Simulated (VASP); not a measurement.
Si2F:

```
Si F
1.0
     1.45842    0.84202    4.66598
    -1.45842    0.84202    4.66598
     0.00000   -1.68404    4.66598
Si F
2 1
Direct
  0.75250 0.75250 0.75250
  0.24750 0.24750 0.24750
  0.00000 0.00000 0.00000
```

* Program: VASP 6.6.1
* Task: relaxation of cell and atoms
* Functional: PBE
* Potentials or basis: VASP PAW PBE potentials, release 64 (Si, F)
* Cutoff: 600 eV
* k mesh: 9 × 9 × 9
* Occupations: gaussian, width 0.1 eV
* Spin: no spin polarisation

At the start: pressure 50.7 GPa; volume 11.46 Å³/atom.

Q: Where does the relaxation end?

A: Over 34 steps the energy falls by 1330.9 meV/atom and the volume is 12.82 Å³/atom (+11.9 %); space group R-3m (No. 166, to 0.1 Å) before and after.

The path:
```csv
step,energy change (eV),largest force (eV/Å),pressure (GPa),volume (Å³)
1,0.0000,5.3943,50.73,34.38
2,-2.7857,0.7959,-11.49,55.74
3,-2.9553,1.3472,-5.95,50.15
4,-2.9554,1.3905,-5.48,49.79
5,-3.3827,0.6934,-5.60,47.41
6,-3.6298,0.2640,-4.79,44.91
7,-3.6489,0.7026,-4.04,43.92
8,-3.6490,0.6054,-4.22,44.13
9,-3.7707,0.9748,0.02,40.93
10,-3.8254,0.5280,10.05,36.26
11,-3.8403,0.9180,5.39,38.12
12,-3.8785,0.5912,5.87,37.62
13,-3.9029,0.1196,6.90,36.83
14,-3.9246,0.1246,5.22,37.31
15,-3.9568,0.1398,0.71,38.75
16,-3.9576,0.1444,-0.05,39.03
17,-3.9576,0.1452,-0.17,39.07
18,-3.9582,0.1206,-0.16,39.05
19,-3.9596,0.0755,-0.10,38.98
20,-3.9626,0.0803,0.14,38.84
21,-3.9731,0.0368,0.68,38.56
22,-3.9671,0.5510,2.15,38.00
23,-3.9777,0.1527,1.10,38.36
24,-3.9778,0.1933,1.20,38.32
25,-3.9781,0.2040,1.21,38.32
26,-3.9789,0.2364,1.21,38.30
27,-3.9796,0.3020,1.23,38.26
28,-3.9805,0.2917,1.16,38.27
29,-3.9830,0.2609,0.92,38.32
30,-3.9871,0.2002,0.46,38.42
31,-3.9914,0.0831,-0.43,38.62
32,-3.9917,0.0416,-0.75,38.70
33,-3.9920,0.0345,-0.62,38.64
34,-3.9926,0.0128,-0.24,38.47
```

Final structure:
```yaml
crystal:
  lattice:
    - [1.34847, 0.77854, 6.10736]
    - [-1.34847, 0.77854, 6.10736]
    - [0.00000, -1.55708, 6.10736]
  atoms:
    - { symbol: Si, position: [0.77130, 0.77130, 0.77130] }
    - { symbol: Si, position: [0.22870, 0.22870, 0.22870] }
    - { symbol: F, position: [0.00000, 0.00000, 0.00000] }
```

Caveat: a cell axis changed by over 15 % at a fixed basis, so the end point is rough; an odd number of electrons without spin polarisation forces a metal; a magnetic or distorted state may lie lower.
